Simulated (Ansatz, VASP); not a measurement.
CsSnBr3 in VASP and in Ansatz

```
Cs Sn Br
1.0
     5.83901    0.00000    0.00000
     0.00000    5.83901    0.00000
     0.00000    0.00000    5.83901
Cs Sn Br
1 1 3
Direct
  0.00000 0.00000 0.00000
  0.50000 0.50000 0.50000
  0.50000 0.00000 0.50000
  0.50000 0.50000 0.00000
  0.00000 0.50000 0.50000
```

Alike in both runs: task single point; functional revPBE; k mesh 4 × 4 × 4; no spin polarisation.

|  | VASP | Ansatz |
| --- | --- | --- |
| version | VASP 6.6.1 | Ansatz 0.2.0 |
| potentials or method | VASP PAW PBE potentials, release 64 (Cs_sv, Sn_d, Br), cutoff 500 eV | plane waves, PAW |
| occupations | gaussian, width 0.01 eV | fixed |
| valence electrons in the cell | 44 | 44 |

|  | VASP | Ansatz | Ansatz less VASP |
| --- | --- | --- | --- |
| pressure (GPa) | 1.8 | 1.8 | +0.01 |

VASP's potentials were made for PBE, not for revPBE.

Neither program's run includes spin-orbit coupling.
